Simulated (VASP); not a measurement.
Wanted: the native input for a VASP 6.6.1 run.

```yaml
Task: single point
Functional: PBE
Potentials_or_basis: VASP PAW PBE potentials, release 64 (Zn, Se)
Cutoff: 400 eV
k_mesh: 3 × 3 × 3
Occupations: gaussian, width 0.1 eV
Spin: no spin polarisation
Dipole_correction: no
Further_INCAR_settings: ALGO = Normal; EDIFF = 1e-06; NBANDS = 16
```

The structure of ZnSe lies in POSCAR:

```
ZnSe
1.0
    0.0000000000      2.8324425407      2.8324425407
    2.8324425407      0.0000000000      2.8324425407
    2.8324425407      2.8324425407      0.0000000000
Zn Se
1 1
Direct
    0.0004503180     -0.0002264830     -0.0006127220
    0.7496273868      0.7501873275      0.7505071928
```

The input as run:

INCAR

```
SYSTEM = ZnSe
PREC = Accurate
ENCUT = 400
EDIFF = 1E-6
ISMEAR = 0
SIGMA = 0.1
LREAL = .False.
LASPH = .True.
NELM = 120
ALGO = Normal
ISIF = 2
LWAVE = .False.
LCHARG = .False.
GGA = PE
NBANDS = 16
GGA_COMPAT = .False.
```

KPOINTS

```
Automatic mesh
0
Gamma
  3 3 3
  0 0 0
```

Potentials or basis: VASP PAW PBE potentials, release 64 (Zn, Se).

Launch:

```console
$ cat potpaw_PBE.64/Zn/POTCAR potpaw_PBE.64/Se/POTCAR > POTCAR
$ mpirun -np 1 vasp_std > vasp.out
```

It gave:

The pressure is 3.5 GPa, the largest force is 0.026 eV/Å and the band gap on the k mesh is 1.25 eV, direct.

Caveat: the k points lie up to 0.64 Å⁻¹ apart.

It took 8.8 s on 1 thread of AMD EPYC 7R13 (shared host), peak memory 0.15 GiB.
